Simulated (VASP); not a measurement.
The system is Ta3Cd.

```xyz
4
Lattice="5.5722 0.0000 0.0000 -2.7861 4.8256 0.0000 0.0000 0.0000 2.8421" Properties=species:S:1:pos:R:3 pbc="T T T"
Ta    2.7861    0.0000    0.0000
Ta   -1.3930    2.4128    0.0000
Ta    1.3930    2.4128    0.0000
Cd    0.0000    0.0000    1.4211
```

```yaml
Program: VASP 6.6.1
Task: relaxation of cell and atoms
Functional: PBE
Potentials_or_basis: VASP PAW PBE potentials, release 64 (Ta_pv, Cd)
Cutoff: 600 eV
k_mesh: 6 × 6 × 6
Occupations: gaussian, width 0.1 eV
Spin: no spin polarisation
```

At the start: pressure 0.4 GPa; volume 19.11 Å³/atom.

Question: How do energy, volume and symmetry change on relaxing?

Answer: Over 3 steps the energy falls by 3.2 meV/atom and the volume is 19.17 Å³/atom (+0.4 %); space group P6/mmm (No. 191, to 0.05 Å).

The path:
```tsv
step	energy change (eV)	largest force (eV/Å)	pressure (GPa)	volume (Å³)
1	0.0000	0.0000	0.44	76.42
2	0.0005	0.0000	-0.63	76.98
3	-0.0128	0.0000	-0.17	76.70
```

Final structure:
```
Ta Cd
1.0
     5.60652    0.00000    0.00000
    -2.80326    4.85539    0.00000
     0.00000    0.00000    2.81753
Ta Cd
3 1
Direct
  0.50000 0.00000 0.00000
  0.00000 0.50000 0.00000
  0.50000 0.50000 0.00000
  0.00000 0.00000 0.50000
```

Caveat: the k points lie up to 0.37 Å⁻¹ apart in the final cell.
